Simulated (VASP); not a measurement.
# Os (Fd-3m) in VASP: notebook

Os is run at these levels: LDA; tasks: single point.

Everything below comes from runs of VASP 6.6.1. Logs are shortened: lines on timing, memory, paths and dates and some standing lists are left out, and cuts for length are marked.

### Step 1. The cell of the first run

It takes space group Fd-3m (No. 227, cubic). The conventional cell has a = 4.993 Å, b = 4.993 Å, c = 4.993 Å, α = 90.00°, β = 90.00°, γ = 90.00°. Within 2.9 Å of Os (site symmetry -43m) lie 4 Os at 2.16 Å.

This isn't the form of Os at room conditions, which is hcp.

### Step 2. Single point, LDA (15.56 Å³/atom)

INCAR reads:

```
SYSTEM = Os
ALGO = Normal
EDIFF = 1E-6
ENCUT = 560
GGA_COMPAT = .FALSE.
ISIF = 2
ISMEAR = -1
LASPH = .TRUE.
LCHARG = .FALSE.
LREAL = .FALSE.
LWAVE = .FALSE.
NBANDS = 23
NELM = 120
PREC = Accurate
SIGMA = 0.05
```

KPOINTS reads:

```
k-points
0
G
  13 13 13
  0 0 0
```

POSCAR reads:

```
Os
1.0
    0.0000000000      2.4966339541      2.4966339541
    2.4966339541      0.0000000000      2.4966339541
    2.4966339541      2.4966339541      0.0000000000
Os
2
Direct
   -0.1250000000     -0.1250000000     -0.1250000000
    0.1250000000      0.1250000000      0.1250000000
```

Potentials or basis: VASP PAW LDA potentials, release 64 (Os_sv_GW).

Run with:

```console
cat potpaw_LDA.64/Os_sv_GW/POTCAR > POTCAR
mpirun -np 1 vasp_std > vasp.out
```

OUTCAR:

```text
SYSTEM = Os
   EDIFF = 1E-6
   ENCUT = 560
   ISIF = 2
   ISMEAR = -1
   LASPH = .TRUE.
   LREAL = .FALSE.
   NELM = 120
   PREC = Accurate

 ion  position               nearest neighbor table
   1  0.875  0.875  0.875-   2 2.16   2 2.16   2 2.16   2 2.16
   2  0.125  0.125  0.125-   1 2.16   1 2.16   1 2.16   1 2.16

  LATTYP: Found a face centered cubic cell.
 ALAT       =     4.9932679082

  Lattice vectors:

 A1 = (   0.0000000000,   2.4966339541,   2.4966339541)
 A2 = (   2.4966339541,   0.0000000000,   2.4966339541)
 A3 = (   2.4966339541,   2.4966339541,   0.0000000000)

Analysis of symmetry for initial positions (statically):
=====================================================================
 Subroutine PRICEL returns:
 Original cell was already a primitive cell.

 Routine SETGRP: Setting up the symmetry group for a
 face centered cubic supercell.

 Subroutine GETGRP returns: Found 48 space group operations
 (whereof 12 operations were pure point group operations)
 out of a pool of 48 trial point group operations.

The static configuration has the point symmetry D_3d.
 The point group associated with its full space group is O_h .

Analysis of symmetry for dynamics (positions and initial velocities):
=====================================================================
 Subroutine PRICEL returns:
 Original cell was already a primitive cell.

 Routine SETGRP: Setting up the symmetry group for a
 face centered cubic supercell.

 Subroutine GETGRP returns: Found 48 space group operations
 (whereof 12 operations were pure point group operations)
 out of a pool of 48 trial point group operations.

The dynamic configuration has the point symmetry D_3d.
 The point group associated with its full space group is O_h .

 Subroutine INISYM returns: Found 48 space group operations
 (whereof 12 operations are pure point group operations),
 and found     1 'primitive' translations

----------------------------------------------------------------------------------------

                                     Primitive cell

  volume of cell :      31.1239

  direct lattice vectors                    reciprocal lattice vectors
     0.000000000  2.496633954  2.496633954    -0.200269647  0.200269647  0.200269647
     2.496633954  0.000000000  2.496633954     0.200269647 -0.200269647  0.200269647
     2.496633954  2.496633954  0.000000000     0.200269647  0.200269647 -0.200269647

  length of vectors
     3.530773598  3.530773598  3.530773598     0.346877203  0.346877203  0.346877203

  position of ions in fractional coordinates (direct lattice)
     0.875000000  0.875000000  0.875000000
     0.125000000  0.125000000  0.125000000

  ion indices of the primitive-cell ions
   primitive index   ion index
                 1           1
                 2           2

----------------------------------------------------------------------------------------

 KPOINTS: k-points

Automatic generation of k-mesh.
 Grid dimensions read from file:
 generate k-points for:   13   13   13

 Generating k-lattice:

  Cartesian coordinates                     Fractional coordinates (reciprocal lattice)
    -0.015405357  0.015405357  0.015405357     0.076923077  0.000000000  0.000000000
     0.015405357 -0.015405357  0.015405357     0.000000000  0.076923077  0.000000000
     0.015405357  0.015405357 -0.015405357     0.000000000  0.000000000  0.076923077

  Length of vectors
     0.026682862  0.026682862  0.026682862

  Shift w.r.t. Gamma in fractional coordinates (k-lattice)
     0.000000000  0.000000000  0.000000000

 Subroutine IBZKPT returns following result:
 ===========================================

 Found     84 irreducible k-points:

 Following reciprocal coordinates:
            Coordinates               Weight
  0.000000  0.000000  0.000000      1.000000
  0.076923  0.000000  0.000000      8.000000
  0.153846  0.000000  0.000000      8.000000
  0.230769  0.000000  0.000000      8.000000
  0.307692  0.000000  0.000000      8.000000
  0.384615  0.000000  0.000000      8.000000
[... 16 lines left out ...]
  0.384615  0.153846  0.000000     24.000000
  0.461538  0.153846  0.000000     24.000000
 [... further k-points ...]
   k-points           NKPTS =     84   k-points in BZ     NKDIM =     84   number of bands    NBANDS=     23
   number of dos      NEDOS =    301   number of ions     NIONS =      2
   total plane-waves  NPLWV =  21952
   dimension x,y,z NGX =    28 NGY =   28 NGZ =   28
   dimension x,y,z NGXF=    56 NGYF=   56 NGZF=   56
   ions per type =               2
   NGX,Y,Z   is equivalent  to a cutoff of  13.18, 13.18, 13.18 a.u.
   NGXF,Y,Z  is equivalent  to a cutoff of  26.37, 26.37, 26.37 a.u.
 SYSTEM =  Os
   PREC   = accura    normal or accurate (medium, high low for compatibility)
   ISTART =      0    job   : 0-new  1-cont  2-samecut
   ICHARG =      2    charge: 1-file 2-atom 10-const
   ISPIN  =      1    spin polarized calculation?
   LNONCOLLINEAR =      F non collinear calculations
   LSORBIT =      F    spin-orbit coupling
   LASPH  =      T    aspherical Exc in radial PAW
   ENCUT  =  560.0 eV  41.16 Ry    6.42 a.u.   6.81  6.81  6.81*2*pi/ulx,y,z
   NELM   =    120;   NELMIN=  2; NELMDL= -5     # of ELM steps
   EDIFF  = 0.1E-05   stopping-criterion for ELM
   LREAL  =      F    real-space projection
   EDIFFG = 0.1E-04   stopping-criterion for IOM
   NSW    =      0    number of steps for IOM
   IBRION =     -1    ionic relax: 0-MD 1-quasi-New 2-CG
   NFREE  =      0    steps in history (QN), initial steepest desc. (CG)
   ISIF   =      2    stress and relaxation
   ISYM   =      2    0-nonsym 1-usesym 2-fastsym
   POTIM  = 0.5000    time-step for ionic-motion
   TEBEG  =    0.0;   TEEND  =   0.0 temperature during run
   PSTRESS=    0.0 pullay stress
   NELECT =      32.0000    total number of electrons
   NUPDOWN=      -1.0000    fix difference up-down
   EMIN   =  10.00;   EMAX   =-10.00  energy-range for DOS
   EFERMI =   0.00;   METHOD = LEGACY
   ISMEAR =    -1;   SIGMA  =   0.05  broadening in eV -4-tet -1-fermi 0-gaus
   EFERMI_NEDOS =   21; number of points for ismear=-14 and -15
   IALGO  =     38    algorithm
   IMIX   =      4    mixing-type and parameters
     AMIX     =   0.40;   BMIX     =  1.00
     AMIX_MAG =   1.60;   BMIX_MAG =  1.00
  volume/ion in A,a.u.               =      15.56       105.02
  Fermi-wavevector in a.u.,A,eV,Ry     =   1.652317  3.122426 37.145951  2.730150
  Thomas-Fermi vector in A             =   2.740946
   LORBIT       =      0    0 simple, 1 ext, 2 COOP (PROOUT), +10 PAW based schemes
   GGA     = CA    functional components
   LHFCALC =     F    Hartree Fock is set to
   AEXX    =    0.0000 exact exchange contribution
   IVDW    =     0    specifies the selected vdW correction
   LEPSILON=     F    determine dielectric tensor
   LRPA    =     F    only Hartree local field effects (RPA)
 non-spin polarized calculation
  energy-cutoff  :      560.00
  volume of cell :       31.12
 maximum number of plane-waves:       952
   NGX = 13   NGY = 13   NGZ = 13

 number of electron      31.9999997 magnetization

 Free energy of the ion-electron system (eV)
  ---------------------------------------------------
  ext. energy  EPLUGINS =         0.00000000
  ---------------------------------------------------
  free energy    TOTEN  =       -21.59111859 eV

  energy without entropy =      -21.58308196  energy(sigma->0) =      -21.58710028

 E-fermi :  11.7562     XC(G=0): -13.6683

 val. band max:       11.7345532800   @ k =  -0.4615   0.1538   0.0769
 cond. band min:      11.8120805832   @ k =   0.2308   0.2308   0.0000
 fundamental gap:      0.0775273032
 Fermi energy:        11.7561892010

 k-point     1 :       0.0000    0.0000    0.0000
  band No.  band energies     occupation
      1     -74.7389      2.00000
      2     -73.7612      2.00000
      3     -35.1983      2.00000
      4     -35.1983      2.00000
      5     -35.1983      2.00000
      6     -33.1587      2.00000
[... 15 lines left out ...]
     22      25.0071      0.00000
     23      25.0071      0.00000

 k-point     2 :       0.0769    0.0000    0.0000
  band No.  band energies     occupation
      1     -74.7288      2.00000
      2     -73.7724      2.00000
      3     -35.2133      2.00000
      4     -35.2133      2.00000
      5     -35.1966      2.00000
      6     -33.1587      2.00000
[... 15 lines left out ...]
     22      25.0880      0.00000
     23      25.3584      0.00000

 k-point     3 :       0.1538    0.0000    0.0000
  band No.  band energies     occupation
      1     -74.6995      2.00000
      2     -73.8048      2.00000
      3     -35.2535      2.00000
      4     -35.2535      2.00000
      5     -35.1929      2.00000
      6     -33.1581      2.00000
[... 15 lines left out ...]
     22      25.3287      0.00000
     23      25.3287      0.00000

 k-point     4 :       0.2308    0.0000    0.0000
  band No.  band energies     occupation
      1     -74.6549      2.00000
      2     -73.8548      2.00000
      3     -35.3078      2.00000
      4     -35.3078      2.00000
      5     -35.1896      2.00000
      6     -33.1565      2.00000
[... 15 lines left out ...]
     22      25.6719      0.00000
     23      25.6719      0.00000

 k-point     5 :       0.3077    0.0000    0.0000
  band No.  band energies     occupation
      1     -74.6002      2.00000
      2     -73.9150      2.00000
      3     -35.3624      2.00000
      4     -35.3624      2.00000
      5     -35.1873      2.00000
      6     -33.1521      2.00000
[... 15 lines left out ...]
     22      25.7435      0.00000
     23      25.7435      0.00000

 k-point     6 :       0.3846    0.0000    0.0000
  band No.  band energies     occupation
      1     -74.5465      2.00000
      2     -73.9734      2.00000
      3     -35.4059      2.00000
      4     -35.4059      2.00000
      5     -35.1871      2.00000
      6     -33.1466      2.00000
[... 15 lines left out ...]
     22      25.3170      0.00000
     23      25.3170      0.00000

 k-point     7 :       0.4615    0.0000    0.0000
  band No.  band energies     occupation
      1     -74.5106      2.00000
      2     -74.0117      2.00000
      3     -35.4293      2.00000
      4     -35.4293      2.00000
      5     -35.1872      2.00000
      6     -33.1430      2.00000
[... 353 lines left out ...]
     22      24.9593      0.00000
     23      26.4447      0.00000

 k-point    21 :       0.2308    0.1538    0.0000
  band No.  band energies     occupation
      1     -74.6514      2.00000
      2     -73.8588      2.00000
      3     -35.3760      2.00000
      4     -35.3738      2.00000
      5     -35.0277      2.00000
      6     -33.3338      2.00000
[... 15 lines left out ...]
     22      24.2953      0.00000
     23      25.9741      0.00000

 k-point    22 :       0.3077    0.1538    0.0000
  band No.  band energies     occupation
      1     -74.6027      2.00000
      2     -73.9125      2.00000
      3     -35.4433      2.00000
      4     -35.4273      2.00000
      5     -34.9813      2.00000
      6     -33.3741      2.00000
[... 15 lines left out ...]
     22      23.5420      0.00000
     23      25.2855      0.00000

 k-point    23 :       0.3846    0.1538    0.0000
  band No.  band energies     occupation
      1     -74.5466      2.00000
      2     -73.9730      2.00000
      3     -35.5107      2.00000
      4     -35.4673      2.00000
      5     -34.9426      2.00000
      6     -33.4024      2.00000
[... 15 lines left out ...]
     22      22.9982      0.00000
     23      24.3676      0.00000

 k-point    24 :       0.4615    0.1538    0.0000
  band No.  band energies     occupation
      1     -74.4957      2.00000
      2     -74.0273      2.00000
      3     -35.5659      2.00000
      4     -35.4866      2.00000
      5     -34.9186      2.00000
      6     -33.4166      2.00000
[... 15 lines left out ...]
     22      22.8105      0.00000
     23      23.8467      0.00000

 [... further k-points ...]

------------------------ aborting loop because EDIFF is reached ----------------------------------------

  FORCE on cell =-STRESS in cart. coord.  units (eV):
  Direction    XX          YY          ZZ          XY          YZ          ZX
  --------------------------------------------------------------------------------------
  -------------------------------------------------------------------------------------
  Total       23.7332406     23.7332406     23.7332406     -0.0000000     -0.0000000      0.0000000
  in kB     1221.7237321   1221.7237321   1221.7237321     -0.0000000     -0.0000000      0.0000000
  external PRESSURE =    1221.7237321 kB  Pullay stress =       0.0000000 kB

 VOLUME and BASIS-vectors are now :
 -----------------------------------------------------------------------------
  energy-cutoff  :      560.00
  volume of cell :       31.12
      direct lattice vectors                 reciprocal lattice vectors
     0.000000000  2.496633954  2.496633954    -0.200269647  0.200269647  0.200269647
     2.496633954  0.000000000  2.496633954     0.200269647 -0.200269647  0.200269647
     2.496633954  2.496633954  0.000000000     0.200269647  0.200269647 -0.200269647

 POSITION                                       TOTAL-FORCE (eV/Angst)
 -----------------------------------------------------------------------------------
      4.36911      4.36911      4.36911         0.000000      0.000000      0.000000
      0.62416      0.62416      0.62416        -0.000000     -0.000000      0.000000
 -----------------------------------------------------------------------------------
    total drift:                                0.000000     -0.000000     -0.000000

  FREE ENERGIE OF THE ION-ELECTRON SYSTEM (eV)
  ---------------------------------------------------
  free  energy   TOTEN  =       -21.5911185919 eV

  energy  without entropy=      -21.5830819647  energy(sigma->0) =      -21.58710028
```

Wall time 46 s (1 thread of Intel Xeon Platinum 8259CL at 2.50GHz (Skylake/Cascade Lake), shared host); peak memory 0.18 GiB.

What came out:

| Quantity | Value |
| --- | --- |
| Free energy | -21.5911 eV |
| Pressure | 122.2 GPa |
| Band gap on the k mesh | zero (bands 16 and 17 overlap by 1.60 eV) |

Caveat: the cell stands under pressure; spin-orbit coupling is left out, which moves the levels of the heavy elements.

### Step 3. Single point, LDA (18.84 Å³/atom)

This run uses another cell than the first one, of 18.84 Å³/atom.

INCAR reads:

```
PREC     = Accurate       # precision mode
ENCUT    = 560            # plane-wave cutoff, eV
EDIFF    = 1E-6           # SCF threshold, eV
ISMEAR   = -1             # smearing method
SIGMA    = 0.05           # smearing width, eV
LREAL    = False          # projectors in reciprocal space
LASPH    = True           # aspherical terms in the spheres
NELM     = 120            # most SCF steps
ALGO     = Normal         # electronic algorithm
ISIF     = 2              # what is computed and relaxed
LWAVE    = False          # write WAVECAR
LCHARG   = True           # write CHGCAR
LELF     = True           # ELF
LVHAR    = True         
NBANDS   = 23             # bands
GGA_COMPAT= False
```

KPOINTS reads:

```
Automatic mesh
0
Gamma
  13 13 13
```

POSCAR reads:

```
Os
1.0
    0.0000000000      2.6608044056      2.6608044056
    2.6608044056      0.0000000000      2.6608044056
    2.6608044056      2.6608044056      0.0000000000
Os
2
Direct
   -0.1250000000     -0.1250000000     -0.1250000000
    0.1250000000      0.1250000000      0.1250000000
```

Potentials or basis: VASP PAW LDA potentials, release 64 (Os_sv_GW).

Run with:

```console
cat potpaw_LDA.64/Os_sv_GW/POTCAR > POTCAR
mpirun -np 1 vasp_std > vasp.out
```

It took 59 s on 1 thread of Intel Xeon Platinum 8375C at 2.90GHz (Ice Lake), shared host; peak memory 0.2 GiB.

It converged, with:

```yaml
Free_energy: -24.3449 eV
Pressure: 24.4 GPa
Band_gap_on_the_k_mesh: zero (bands 16 and 17 overlap by 1.35 eV)
```

Levels at points of the mesh, in eV from the Fermi level:
```
           k point  band 14  band 15  band 16  band 17  band 18  band 19
(0.00, 0.00, 0.00)    -3.97    -0.60    -0.60    -0.60     3.15     3.15
```

Caveat: the cell stands under pressure; spin-orbit coupling is left out, which moves the levels of the heavy elements.

The gap in the log of VASP goes by the Fermi energy; the results here count the filled bands.